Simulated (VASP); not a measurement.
Set up this calculation in VASP 6.6.1, as the native input.

```
Task                   : single point
Functional             : LDA
Potentials or basis    : VASP PAW LDA potentials, release 64 (K_sv, Y_sv, Ag, F)
Cutoff                 : 520 eV
k mesh                 : 3 × 3 × 3
Occupations            : gaussian, width 0.01 eV
Spin                   : no spin polarisation
Dipole correction      : no
Further INCAR settings : ALGO = Normal; EDIFF = 1e-07; NBANDS = 52
```

The structure of K2YAgF6 lies in POSCAR:

```
K2YAgF6
1.0
    0.0000000000      4.6126900000      4.6126900000
    4.6126900000      0.0000000000      4.6126900000
    4.6126900000      4.6126900000      0.0000000000
K Y Ag F
2 1 1 6
Direct
    0.7500000000      0.7500000000      0.7500000000
    0.2500000000      0.2500000000      0.2500000000
    0.5000000000      0.5000000000      0.5000000000
    0.0000000000      0.0000000000      0.0000000000
    0.7359640000      0.2640360000      0.2640360000
    0.2640360000      0.2640360000      0.7359640000
    0.2640360000      0.7359640000      0.7359640000
    0.2640360000      0.7359640000      0.2640360000
    0.7359640000      0.2640360000      0.7359640000
    0.7359640000      0.7359640000      0.2640360000
```

The input as run:

INCAR

```
SYSTEM = K2YAgF6
PREC = Accurate
ENCUT = 520
EDIFF = 1E-7
ISMEAR = 0
SIGMA = 0.01
LREAL = .False.
LASPH = .True.
NELM = 100
ALGO = Normal
ISIF = 2
LWAVE = .False.
LCHARG = .True.
LELF = .True.
LVHAR = .True.
NBANDS = 52
```

KPOINTS

```
regular mesh
0
Gamma
  3 3 3
  0 0 0
```

Potentials or basis: VASP PAW LDA potentials, release 64 (K_sv, Y_sv, Ag, F).

Run with:

```console
$ cat potpaw_LDA.64/K_sv/POTCAR potpaw_LDA.64/Y_sv/POTCAR potpaw_LDA.64/Ag/POTCAR potpaw_LDA.64/F/POTCAR > POTCAR
$ mpirun -np 1 vasp_std > vasp.out
```

Results of the run:

```yaml
Pressure: -5.6 GPa
Largest_force: 0.233 eV/Å
Band_gap_on_the_k_mesh: 2.39 eV (least direct gap 2.58 eV)
```

Caveat: the cell stands under tension; an odd mesh through Γ misses points on the zone boundary, where band edges can lie.

Wall time 110 s on 1 thread of Intel Xeon 8259CL (shared host), peak memory 0.3 GiB.
